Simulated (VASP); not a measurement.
**Mg7ZnS8: single point with r2SCAN**

Crystal: Mg7ZnS8.

```xyz
16
Lattice="0.0000 5.6161 5.6161 5.6161 0.0000 5.6161 5.6161 5.6161 0.0000" Properties=species:S:1:pos:R:3 pbc="T T T"
Mg    0.0398    0.0175    0.0502
Mg    5.5950    5.6060    5.6278
Mg    2.8052    8.3985    5.5951
Mg    2.8271    2.8359    5.6273
Mg    2.7817    5.6255    8.3764
Mg    2.8339    5.6306    2.8084
Mg    5.5907    2.8176    2.7943
S     1.4104    1.4203    1.4227
S     7.0146    7.0377    7.0111
S     4.2253    4.2391    1.3994
S     4.2113    4.1908    7.0484
S     4.1993    1.3920    4.1616
S     4.2252    7.0127    4.2449
S     1.4225    4.1827    4.2279
S     6.9928    4.2196    4.1859
Zn    0.0403    2.8081    2.8164
```

- Program: VASP 6.6.1
- Task: single point
- Functional: r2SCAN
- Potentials or basis: VASP PAW PBE potentials, release 64 (Mg, S, Zn)
- Cutoff: 520 eV
- k mesh: 2 × 2 × 2, shifted
- Occupations: fermi-dirac, width 0.05 eV
- Spin: no spin polarisation

* Pressure: 0.3 GPa
* Largest force: 0.720 eV/Å
* Band gap on the k mesh: 4.19 eV (least direct gap 4.20 eV)

Forces on the atoms (eV/Å):
```
Mg  -0.364 -0.043 -0.537
Mg   0.326 -0.054  0.090
Mg  -0.006  0.525  0.031
Mg   0.048 -0.508 -0.118
Mg   0.157 -0.203  0.491
Mg  -0.233 -0.006 -0.082
Mg   0.093 -0.093  0.010
S   -0.357  0.487  0.135
S    0.080 -0.131  0.074
S   -0.218 -0.140 -0.129
S    0.467 -0.247  0.285
S    0.117 -0.028  0.413
S    0.280  0.359 -0.558
S   -0.376  0.091 -0.421
S    0.144 -0.066  0.167
Zn  -0.158  0.056  0.151
```

Stress tensor (GPa, compression positive):
```
 0.26 -0.03  0.13
-0.03  0.29  0.04
 0.13  0.04  0.23
```

Levels at points of the mesh, in eV from the valence-band top:
| k point | band 35 | band 36 | band 37 | band 38 | band 39 | band 40 |
| --- | --- | --- | --- | --- | --- | --- |
| (0.25, 0.25, 0.25) | -0.27 | -0.01 | 0.00 | 4.20 | 4.70 | 4.78 |

Wall time 18 min on 1 thread of Intel(R) Xeon(R) 6975P-C (Granite Rapids) (shared host), peak memory 0.62 GiB.

Caveat: the PAW data sets were made with another functional, which shifts forces and pressure a little; a shifted mesh leaves out Γ, where band edges can lie. A k mesh can miss the band edges.
